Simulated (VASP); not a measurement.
Here is a VASP 6.6.1 calculation.

File INCAR:

```
PREC = Accurate ; ENCUT = 520
EDIFF = 1E-6 ; ISMEAR = -1
SIGMA = 0.1 ; LREAL = F
LASPH = T ; NELM = 60
ALGO = Normal ; ISIF = 2
LWAVE = F ; LCHARG = T
GGA = B5 ; ALDAX = 1.0
AGGAX = 1.0 ; AGGAC = 1.0
ALDAC = 0.0 ; LELF = T
LVHAR = T ; NBANDS = 66
```

File KPOINTS:

```
regular mesh
0
Gamma
  7 7 7
```

Contents of POSCAR:

```
Ru
1.0
    4.9234220624      0.0000000000      0.0000000000
    0.0000000000      4.9234220624      0.0000000000
    0.0000000000      0.0000000000      4.9234220624
Ru
8
Direct
    0.0000000000      0.0000000000      1.0000000000
    0.5000000000      0.5000000000      0.5000000000
    0.2500000000      0.0000000000      0.5000000000
    0.7500000000      0.0000000000      0.5000000000
    0.5000000000      0.2500000000      0.0000000000
    0.5000000000      0.7500000000      0.0000000000
    1.0000000000      0.5000000000      0.2500000000
    1.0000000000      0.5000000000      0.7500000000
```

Potentials or basis: VASP PAW PBE potentials, release 64 (Ru_pv).

The run is started by

```bash
$ cat potpaw_PBE.64/Ru_pv/POTCAR > POTCAR
$ mpirun -np 1 vasp_std > vasp.out
```

(1) What does it give for the pressure?

(2) Predict the band gap on the k mesh.

Results:

(1) 0.4 GPa.

(2) zero (band 56 reaches 12.07 eV, above the bottom of band 57 at 11.64 eV).

Caveat: the PAW data sets were made with another functional, which shifts forces and pressure a little.
